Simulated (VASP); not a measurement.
Ti3O4, 7 atoms in the cell. The structure is orthorhombic, space group Cmmm (No. 65). The conventional cell has a = 5.826 Å, b = 8.061 Å, c = 2.969 Å, α = 90.00°, β = 90.00°, γ = 90.00°. Ti (site symmetry mmm) has 6 O at 2.00 to 2.15 Å within 2.7 Å. Within 2.7 Å of Ti (site symmetry 2/m) lie 6 O at 2.02 to 2.08 Å. O (site symmetry 2mm) has 4 Ti at 2.00 to 2.02 Å and 1 O at 2.69 Å within 2.7 Å. Within 3.0 Å of O (site symmetry m2m) lie 5 Ti at 2.08 to 2.15 Å and 12 O at 2.86 to 2.97 Å.  This cell differs from its parent crystal: atoms displaced along a vibrational mode.

- Program: VASP 6.6.1
- Task: single point
- Functional: PBEsol
- Potentials or basis: VASP PAW PBE potentials, release 64 (Ti_sv, O)
- Cutoff: 520 eV
- k mesh: 8 × 8 × 14
- Occupations: gaussian, width 0.15 eV
- Spin: no spin polarisation
- Dipole correction: no
- Further INCAR settings: ALGO = Normal; EDIFF = 1e-06; NBANDS = 39

Potentials or basis: VASP PAW PBE potentials, release 64 (Ti_sv, O).

Launch:

```console
$ cat potpaw_PBE.64/Ti_sv/POTCAR potpaw_PBE.64/O/POTCAR > POTCAR
$ mpirun -np 1 vasp_std > vasp.out
```

Hardware: 1 thread of AMD EPYC 9R45 96-Core Processor (Zen 5), with other jobs on the host.

How long does it take, and how much memory?

It took 3.9 min on 1 thread of AMD EPYC 9R45 96-Core Processor (Zen 5), with other jobs on the host, peak memory 0.41 GiB. Counts: scf iterations 16, k points 168.
